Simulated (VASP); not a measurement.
# TiSi in VASP: a series of runs

Runs on TiSi. Level: PBEsol. Tasks: single point.

Everything below comes from runs of VASP 6.6.1. Logs are shortened: lines on timing, memory, paths and dates and some standing lists are left out, and cuts for length are marked.

**1. The cell of the first run**

The typed cell holds 2 atoms: a = 3.793 Å, b = 2.742 Å, c = 2.742 Å, α = 82.22°, β = 90.00°, γ = 90.00°.

**2. Single point, PBEsol**

INCAR

```
  PREC = Accurate
  ENCUT = 520
  EDIFF = 1E-6
  ISMEAR = 0
  SIGMA = 0.15
  LREAL = False
  LASPH = True
  NELM = 100
  ALGO = Normal
  ISIF = 2
  LWAVE = False
  LCHARG = False
  GGA = PS
  NBANDS = 15
```

KPOINTS

```
Automatic mesh
0
Gamma
  10 12 12
```

POSCAR

```
TiSi
1.0
    3.7931646537      0.0000000000      0.0000000000
    0.0000000000      1.8028455847      2.0659937852
    0.0000000000     -1.8028455847      2.0659937852
Ti Si
1 1
Direct
    0.0000000000      0.0507344297      0.0507344297
    0.5000000000      0.5507655703      0.5507655703
```

Potentials or basis: VASP PAW PBE potentials, release 64 (Ti_sv, Si).

Run with:

```
cat potpaw_PBE.64/Ti_sv/POTCAR potpaw_PBE.64/Si/POTCAR > POTCAR
mpirun -np 1 vasp_std > vasp.out
```

OUTCAR:

```text
PREC = Accurate
   ENCUT = 520
   EDIFF = 1E-6
   ISMEAR = 0
   LREAL = False
   LASPH = True
   NELM = 100
   ISIF = 2
   GGA = PS

 ion  position               nearest neighbor table
   1  0.000  0.051  0.051-   2 2.62   2 2.62   2 2.62   2 2.62   2 2.80   2 2.80   2 2.80   2 2.80

   2  0.500  0.551  0.551-   1 2.62   1 2.62   1 2.62   1 2.62   1 2.80   1 2.80   1 2.80   1 2.80

  LATTYP: Found a base centered orthorhombic cell.
 ALAT       =     3.6056911694
 B/A-ratio  =     1.1459626952
 C/A-ratio  =     1.0519937719

  Lattice vectors:

 A1 = (   0.0000000000,   1.8028455847,  -2.0659937852)
 A2 = (   0.0000000000,   1.8028455847,   2.0659937852)
 A3 = (   3.7931646537,   0.0000000000,   0.0000000000)

Analysis of symmetry for initial positions (statically):
=====================================================================
 Subroutine PRICEL returns:
 Original cell was already a primitive cell.

 Routine SETGRP: Setting up the symmetry group for a
 base centered orthorhombic supercell.

 Subroutine GETGRP returns: Found  4 space group operations
 (whereof  4 operations were pure point group operations)
 out of a pool of  8 trial point group operations.

The static configuration has the point symmetry C_2v.

Analysis of symmetry for dynamics (positions and initial velocities):
=====================================================================
 Subroutine PRICEL returns:
 Original cell was already a primitive cell.

 Routine SETGRP: Setting up the symmetry group for a
 base centered orthorhombic supercell.

 Subroutine GETGRP returns: Found  4 space group operations
 (whereof  4 operations were pure point group operations)
 out of a pool of  8 trial point group operations.

The dynamic configuration has the point symmetry C_2v.

 Subroutine INISYM returns: Found  4 space group operations
 (whereof  4 operations are pure point group operations),
 and found     1 'primitive' translations

----------------------------------------------------------------------------------------

                                     Primitive cell

  volume of cell :      28.2566

  direct lattice vectors                    reciprocal lattice vectors
     3.793164654  0.000000000  0.000000000     0.263632110  0.000000000  0.000000000
     0.000000000  1.802845585  2.065993785     0.000000000  0.277339337  0.242014281
     0.000000000 -1.802845585  2.065993785     0.000000000 -0.277339337  0.242014281

  length of vectors
     3.793164654  2.742003378  2.742003378     0.263632110  0.368086974  0.368086974

  position of ions in fractional coordinates (direct lattice)
     0.000000000  0.050734430  0.050734430
     0.500000000  0.550765570  0.550765570

  ion indices of the primitive-cell ions
   primitive index   ion index
                 1           1
                 2           2

----------------------------------------------------------------------------------------

 KPOINTS: Automatic mesh

Automatic generation of k-mesh.
 Grid dimensions read from file:
 generate k-points for:   10   12   12

 Generating k-lattice:

  Cartesian coordinates                     Fractional coordinates (reciprocal lattice)
     0.026363211  0.000000000  0.000000000     0.100000000  0.000000000  0.000000000
     0.000000000  0.023111611  0.020167857     0.000000000  0.083333333  0.000000000
     0.000000000 -0.023111611  0.020167857     0.000000000  0.000000000  0.083333333

  Length of vectors
     0.026363211  0.030673914  0.030673914

  Shift w.r.t. Gamma in fractional coordinates (k-lattice)
     0.000000000  0.000000000  0.000000000

 Subroutine IBZKPT returns following result:
 ===========================================

 Found    258 irreducible k-points:

 Following reciprocal coordinates:
            Coordinates               Weight
  0.000000  0.000000  0.000000      1.000000
  0.100000  0.000000  0.000000      2.000000
  0.200000  0.000000  0.000000      2.000000
  0.300000  0.000000  0.000000      2.000000
  0.400000  0.000000  0.000000      2.000000
  0.500000  0.000000  0.000000      1.000000
[... 16 lines left out ...]
  0.400000  0.250000  0.000000      8.000000
  0.500000  0.250000  0.000000      4.000000
 [... further k-points ...]
   k-points           NKPTS =    258   k-points in BZ     NKDIM =    258   number of bands    NBANDS=     15
   number of dos      NEDOS =    301   number of ions     NIONS =      2
   total plane-waves  NPLWV =  11200
   dimension x,y,z NGX =    28 NGY =   20 NGZ =   20
   dimension x,y,z NGXF=    56 NGYF=   40 NGZF=   40
   ions per type =               1   1
   NGX,Y,Z   is equivalent  to a cutoff of  12.27, 12.13, 12.13 a.u.
   NGXF,Y,Z  is equivalent  to a cutoff of  24.54, 24.25, 24.25 a.u.
 SYSTEM =  unknown system
   PREC   = accura    normal or accurate (medium, high low for compatibility)
   ISTART =      0    job   : 0-new  1-cont  2-samecut
   ICHARG =      2    charge: 1-file 2-atom 10-const
   ISPIN  =      1    spin polarized calculation?
   LNONCOLLINEAR =      F non collinear calculations
   LSORBIT =      F    spin-orbit coupling
   LASPH  =      T    aspherical Exc in radial PAW
   ENCUT  =  520.0 eV  38.22 Ry    6.18 a.u.   7.05  5.10  5.10*2*pi/ulx,y,z
   NELM   =    100;   NELMIN=  2; NELMDL= -5     # of ELM steps
   EDIFF  = 0.1E-05   stopping-criterion for ELM
   LREAL  =      F    real-space projection
   EDIFFG = 0.1E-04   stopping-criterion for IOM
   NSW    =      0    number of steps for IOM
   IBRION =     -1    ionic relax: 0-MD 1-quasi-New 2-CG
   NFREE  =      0    steps in history (QN), initial steepest desc. (CG)
   ISIF   =      2    stress and relaxation
   ISYM   =      2    0-nonsym 1-usesym 2-fastsym
   POTIM  = 0.5000    time-step for ionic-motion
   TEBEG  =    0.0;   TEEND  =   0.0 temperature during run
   PSTRESS=    0.0 pullay stress
   NELECT =      16.0000    total number of electrons
   NUPDOWN=      -1.0000    fix difference up-down
   EMIN   =  10.00;   EMAX   =-10.00  energy-range for DOS
   EFERMI =   0.00;   METHOD = LEGACY
   ISMEAR =     0;   SIGMA  =   0.15  broadening in eV -4-tet -1-fermi 0-gaus
   EFERMI_NEDOS =   21; number of points for ismear=-14 and -15
   IALGO  =     38    algorithm
   IMIX   =      4    mixing-type and parameters
     AMIX     =   0.40;   BMIX     =  1.00
     AMIX_MAG =   1.60;   BMIX_MAG =  1.00
  volume/ion in A,a.u.               =      14.13        95.34
  Fermi-wavevector in a.u.,A,eV,Ry     =   1.354384  2.559414 24.957921  1.834355
  Thomas-Fermi vector in A             =   2.481560
   LORBIT       =      0    0 simple, 1 ext, 2 COOP (PROOUT), +10 PAW based schemes
   GGA     = PS    functional components
   LHFCALC =     F    Hartree Fock is set to
   AEXX    =    0.0000 exact exchange contribution
   IVDW    =     0    specifies the selected vdW correction
   LEPSILON=     F    determine dielectric tensor
   LRPA    =     F    only Hartree local field effects (RPA)
 non-spin polarized calculation
 Gauss-broadening in eV      SIGMA  =   0.15
  energy-cutoff  :      520.00
  volume of cell :       28.26
 maximum number of plane-waves:       780
   NGX = 15   NGY = 11   NGZ = 11

 number of electron      16.0000010 magnetization

 Free energy of the ion-electron system (eV)
  ---------------------------------------------------
  ext. energy  EPLUGINS =         0.00000000
  ---------------------------------------------------
  free energy    TOTEN  =       -15.33450929 eV

  energy without entropy =      -15.32238918  energy(sigma->0) =      -15.32844923

 E-fermi :  10.5071     XC(G=0): -11.9961

 val. band max:       10.4957575779   @ k =   0.1000   0.4167   0.3333
 cond. band min:      10.5161368701   @ k =   0.0000  -0.4167   0.4167
 fundamental gap:      0.0203792922
 Fermi energy:        10.5071031150

 k-point     1 :       0.0000    0.0000    0.0000
  band No.  band energies     occupation
      1     -45.9269      2.00000
      2     -22.4472      2.00000
      3     -21.9816      2.00000
      4     -21.8680      2.00000
      5      -1.4889      2.00000
      6       7.9158      2.00000
      7       8.6668      2.00000
      8       9.2425      2.00000
      9      12.2600      0.00000
     10      12.8826      0.00000
     11      13.6088      0.00000
     12      15.9834      0.00000
     13      16.6827      0.00000
     14      16.9663      0.00000
     15      18.9506      0.00000

 k-point     2 :       0.1000    0.0000    0.0000
  band No.  band energies     occupation
      1     -45.9267      2.00000
      2     -22.4518      2.00000
      3     -21.9814      2.00000
      4     -21.8679      2.00000
      5      -1.3921      2.00000
      6       7.1508      2.00000
      7       9.2691      2.00000
      8       9.2729      2.00000
      9      12.1238      0.00000
     10      12.8006      0.00000
     11      13.6154      0.00000
     12      16.2564      0.00000
     13      16.8615      0.00000
     14      17.2640      0.00000
     15      18.7805      0.00000

 k-point     3 :       0.2000    0.0000    0.0000
  band No.  band energies     occupation
      1     -45.9262      2.00000
      2     -22.4639      2.00000
      3     -21.9809      2.00000
      4     -21.8675      2.00000
      5      -1.1163      2.00000
      6       6.0477      2.00000
      7       9.3406      2.00000
      8       9.9612      2.00000
      9      11.8236      0.00000
     10      12.6083      0.00000
     11      13.6321      0.00000
     12      16.9555      0.00000
     13      17.3354      0.00000
     14      18.0309      0.00000
     15      18.3663      0.00000
[... 343 lines left out ...]
 k-point    23 :       0.4000    0.2500    0.0000
  band No.  band energies     occupation
      1     -45.8823      2.00000
      2     -22.4413      2.00000
      3     -22.2591      2.00000
      4     -21.8940      2.00000
      5       0.6497      2.00000
      6       5.4365      2.00000
      7       8.5360      2.00000
      8       9.8651      2.00000
      9      11.5913      0.00000
     10      12.1538      0.00000
     11      12.8566      0.00000
     12      14.7937      0.00000
     13      18.2950      0.00000
     14      18.9194      0.00000
     15      20.0700      0.00000

 k-point    24 :       0.5000    0.2500    0.0000
  band No.  band energies     occupation
      1     -45.8821      2.00000
      2     -22.4451      2.00000
      3     -22.2586      2.00000
      4     -21.8938      2.00000
      5       0.7711      2.00000
      6       5.2123      2.00000
      7       8.6093      2.00000
      8       9.8588      2.00000
      9      11.4961      0.00000
     10      12.0983      0.00000
     11      12.8697      0.00000
     12      14.9836      0.00000
     13      18.3420      0.00000
     14      18.7087      0.00000
     15      20.2152      0.00000

 [... further k-points ...]

------------------------ aborting loop because EDIFF is reached ----------------------------------------

  FORCE on cell =-STRESS in cart. coord.  units (eV):
  Direction    XX          YY          ZZ          XY          YZ          ZX
  --------------------------------------------------------------------------------------
  -------------------------------------------------------------------------------------
  Total        0.0044582      0.0256069     -0.0234925      0.0000000      0.0000000      0.0000000
  in kB        0.2527820      1.4519365     -1.3320527      0.0000000      0.0000000      0.0000000
  external PRESSURE =       0.1242219 kB  Pullay stress =       0.0000000 kB

 VOLUME and BASIS-vectors are now :
 -----------------------------------------------------------------------------
  energy-cutoff  :      520.00
  volume of cell :       28.26
      direct lattice vectors                 reciprocal lattice vectors
     3.793164654  0.000000000  0.000000000     0.263632110  0.000000000  0.000000000
     0.000000000  1.802845585  2.065993785     0.000000000  0.277339337  0.242014281
     0.000000000 -1.802845585  2.065993785     0.000000000 -0.277339337  0.242014281

 POSITION                                       TOTAL-FORCE (eV/Angst)
 -----------------------------------------------------------------------------------
      0.00000      0.00000      0.20963         0.000000      0.000000      0.000129
      1.89658      0.00000      2.27576         0.000000      0.000000     -0.000129
 -----------------------------------------------------------------------------------
    total drift:                               -0.000000     -0.000000     -0.000080

  FREE ENERGIE OF THE ION-ELECTRON SYSTEM (eV)
  ---------------------------------------------------
  free  energy   TOTEN  =       -15.3345092869 eV

  energy  without entropy=      -15.3223891825  energy(sigma->0) =      -15.32844923
```

Run time: 47 s. Hardware: 1 thread of Intel Xeon Platinum 8488C (Sapphire Rapids), shared host; peak memory 0.22 GiB.

Results:

| Item | Value |
| --- | --- |
| Free energy | -15.3345 eV |
| Pressure | 0.0 GPa |
| Band gap on the k mesh | zero (bands 8 and 9 overlap by 1.77 eV) |

Stress tensor (GPa, compression positive):
```
 0.03  0.00  0.00
 0.00  0.15  0.00
 0.00  0.00 -0.13
```

Caveat: the PAW data sets were made with another functional, which shifts forces and pressure a little.

[end of part 1 of 2]

The gap in the log of VASP goes by the Fermi energy; the results here count the filled bands.